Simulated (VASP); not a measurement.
Input of a VASP 6.6.1 run:

Contents of INCAR:

```
PREC = Accurate
ENCUT = 500
EDIFF = 1E-8
ISMEAR = -1
SIGMA = 0.05
LREAL = F
LASPH = T
NELM = 120
ALGO = Normal
ISIF = 2
LWAVE = F
LCHARG = F
GGA = CA
NBANDS = 16
IBRION = 8
NSW = 1
GGA_COMPAT = F
```

KPOINTS

```
Automatic mesh
0
Gamma
  10 10 10
```

The input POSCAR:

```
GaSb
1.0
    0.0000000000      3.0250412434      3.0250412434
    3.0250412434      0.0000000000      3.0250412434
    3.0250412434      3.0250412434      0.0000000000
Ga Sb
1 1
Direct
    0.0000000000      0.0000000000      0.0000000000
    0.7500000000      0.7500000000      0.7500000000
```

Potentials or basis: VASP PAW LDA potentials, release 64 (Ga_d, Sb).

Run with:

```console
$ cat potpaw_LDA.64/Ga_d/POTCAR potpaw_LDA.64/Sb/POTCAR > POTCAR
$ mpirun -np 1 vasp_std > vasp.out
```

(1) Estimate the highest phonon frequency at Γ, LO-TO splitting left out.

Results:

(1) 226 cm⁻¹.
